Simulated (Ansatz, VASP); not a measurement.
Al5GaN6 in VASP and in Ansatz

```
Al Ga N
1.0
     2.90152    0.00000    0.00000
    -1.45076    2.51279    0.00000
     0.00000    0.00000   14.22834
Al Ga N
5 1 6
Direct
  0.33333 0.66667 0.83501
  0.66667 0.33333 0.67000
  0.33333 0.66667 0.33000
  0.66667 0.33333 0.16499
  0.00000 0.00000 0.00000
  0.00000 0.00000 0.50000
  0.66667 0.33333 0.91751
  0.00000 0.00000 0.75256
  0.33333 0.66667 0.58894
  0.66667 0.33333 0.41106
  0.00000 0.00000 0.24744
  0.33333 0.66667 0.08249
```

Alike in both runs: functional PBE; k mesh 12 × 12 × 2; occupations gaussian, width 0.02 eV; no spin polarisation.

Ansatz relaxed the structure, and its values are those at the end. VASP's run is a single point on that final structure, the one shown.

```csv
,VASP,Ansatz
version,VASP 6.6.1,Ansatz 0.2.0
potentials or method,"VASP PAW PBE potentials, release 64 (Al, Ga_d, N), cutoff 520 eV","scalar-relativistic, plane waves, PAW"
valence electrons in the cell,58,58
```

|  | VASP | Ansatz | Ansatz less VASP |
| --- | --- | --- | --- |
| gap on the k mesh at the Fermi level (eV) | 3.11 | 3.13 | +0.014 |
| least direct gap on the mesh (eV) | 3.89 | 3.90 | +0.018 |
| pressure (GPa) | 0.0 | 0.0 | +0.03 |
| rms of the force components (eV/Å) | 0.011 | 0.000 | -0.0109 |
